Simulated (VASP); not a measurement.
Crystal: V.

```
V
1.0
     0.00000    1.93158    1.93158
     1.93158    0.00000    1.93158
     1.93158    1.93158    0.00000
V
1
Direct
  0.00000 0.00000 0.00000
```

```yaml
Program: VASP 6.6.1
Task: relaxation of cell and atoms
Functional: PBE
Potentials_or_basis: VASP PAW PBE potentials, release 64 (V_sv)
Cutoff: 500 eV
k_mesh: 8 × 8 × 8
Occupations: fermi-dirac, width 0.1 eV
Spin: no spin polarisation
```

At the start: pressure -5.2 GPa; volume 14.41 Å³/atom.

**Question.** Where does the relaxation end?

**Answer.** Over 3 steps the energy falls by 7.6 meV/atom and the volume is 13.97 Å³/atom (-3.1 %); space group Fm-3m (No. 225, to 0.05 Å).

The path:
| step | energy change (eV) | largest force (eV/Å) | pressure (GPa) | volume (Å³) |
| --- | --- | --- | --- | --- |
| 1 | 0.0000 | 0.0000 | -5.24 | 14.41 |
| 2 | 0.0033 | 0.0000 | 7.01 | 13.45 |
| 3 | -0.0076 | 0.0000 | -0.03 | 13.97 |

Final structure:
```yaml
crystal:
  lattice:
    - [0.00000, 1.91141, 1.91141]
    - [1.91141, 0.00000, 1.91141]
    - [1.91141, 1.91141, 0.00000]
  atoms:
    - { symbol: V, position: [0.00000, 0.00000, 0.00000] }
```
